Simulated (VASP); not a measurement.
Write the native input for VASP 6.6.1 that does the following.

| Item | Value |
| --- | --- |
| Task | relaxation of the atoms |
| Functional | PBEsol |
| Potentials or basis | VASP PAW PBE potentials, release 64 (In_d, P) |
| Cutoff | 450 eV |
| k mesh | 10 × 10 × 10 |
| Occupations | gaussian, width 0.02 eV |
| Spin | no spin polarisation |
| Dipole correction | no |
| Further INCAR settings | ALGO = Normal; EDIFF = 1e-07; IBRION = 2; EDIFFG = -0.002; NSW = 60 |

The structure of InP (sol2) lies in POSCAR:

```
InP
1.0
    0.0000000000      2.9097962392      2.9716897206
    2.9097962392      0.0000000000      2.9716897206
    2.9097962392      2.9097962392      0.0000000000
In P
1 1
Direct
    0.0000000000      0.0000000000      0.0000000000
    0.2500000000      0.2500000000      0.2500000000
```

This cell differs from its parent crystal: strained cell.

The input as run:

INCAR

```
SYSTEM = InP
PREC = Accurate
ENCUT = 450
EDIFF = 1E-7
ISMEAR = 0
SIGMA = 0.02
LREAL = .FALSE.
LASPH = .TRUE.
NELM = 120
ALGO = Normal
ISIF = 2
LWAVE = .FALSE.
LCHARG = .FALSE.
GGA = PS
IBRION = 2
NSW = 60
EDIFFG = -0.002
GGA_COMPAT = .FALSE.
NELMIN = 4
```

KPOINTS

```
Automatic mesh
0
G
  10 10 10
  0 0 0
```

Potentials or basis: VASP PAW PBE potentials, release 64 (In_d, P).

Launch:

```sh
$ cat potpaw_PBE.64/In_d/POTCAR potpaw_PBE.64/P/POTCAR > POTCAR
$ mpirun -np 1 vasp_std > vasp.out
```

It gave:

- Pressure after relaxing: 0.6 GPa
- Band gap on the k mesh: 0.58 eV, direct

Caveat: the cell differs from its parent crystal (strained cell); the relaxation stopped at its first step, so nothing moved; the PAW data sets were made with another functional, which shifts forces and pressure a little; spin-orbit coupling is left out, which moves the levels of the heavy elements.

It took 110 s on 1 thread of AMD EPYC 7R13 (shared host), peak memory 0.17 GiB.
